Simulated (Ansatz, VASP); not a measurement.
**Two plane-wave programs on Sc**

INCAR

```
ALGO     = Normal         # electronic algorithm
EDIFF    = 1E-7           # SCF threshold, eV
ENCUT    = 520            # plane-wave cutoff, eV
GGA      = PE             # functional
ISIF     = 2              # what is computed and relaxed
ISMEAR   = -1             # smearing method
LASPH    = T              # aspherical terms in the spheres
LCHARG   = F              # write CHGCAR
LREAL    = F              # projectors in reciprocal space
LWAVE    = F              # write WAVECAR
NBANDS   = 18             # bands
NELM     = 60             # most SCF steps
PREC     = Accurate       # precision mode
SIGMA    = 0.1            # smearing width, eV
```

Contents of KPOINTS:

```
k-points
0
Gamma
  11 11 6
```

POSCAR

```
Sc
1.0
    3.3193628924      0.0000000000      0.0000000000
   -1.6596814462      2.8746525892      0.0000000000
    0.0000000000      0.0000000000      5.1842605006
Sc
2
Direct
    0.3333333333      0.6666666667      0.2500000000
    0.6666666667      0.3333333333      0.7500000000
```

Input for Ansatz:

```yaml
crystal:
  lattice:
    - [3.3193628924, 0.0, 0.0]
    - [-1.6596814462, 2.8746525892, 0.0]
    - [0.0, 0.0, 5.1842605006]
  atoms:
    - { symbol: Sc, position: [0.3333333333, 0.6666666667, 0.25] }
    - { symbol: Sc, position: [0.6666666667, 0.3333333333, 0.75] }
hamiltonian:
  xc: pbe
  pseudopotentials:
    kind: paw
    azcp:
      Sc: "pseudopotentials/Sc.paw.azcp"
basis:
  ecutwfc: 500
  fft_grid_basis: typed
kpoints:
  mp_grid: { grid: [11, 11, 6], shift: [0, 0, 0] }
magnetization:
  spin_polarized: false
scf:
  occupations: { method: fermi_dirac, width: 0.1 }
  lower_state_search: "off"
output:
  stress: true
```

Alike in both runs: task single point; functional PBE; k mesh 11 × 11 × 6; occupations fermi-dirac, width 0.1 eV; no spin polarisation.

|  | VASP | Ansatz |
| --- | --- | --- |
| version | VASP 6.6.1 | Ansatz 0.2.0 |
| potentials or method | VASP PAW PBE potentials, release 64 (Sc_sv), cutoff 520 eV | plane waves (500 eV) with PAW, scalar-relativistic |
| valence electrons in the cell | 22 | 22 |

```tsv
	VASP	Ansatz	Ansatz less VASP
pressure (GPa)	0.0	0.0	-0.03
```

The functional is the same, so the differences come from potentials, cutoffs and numerics.
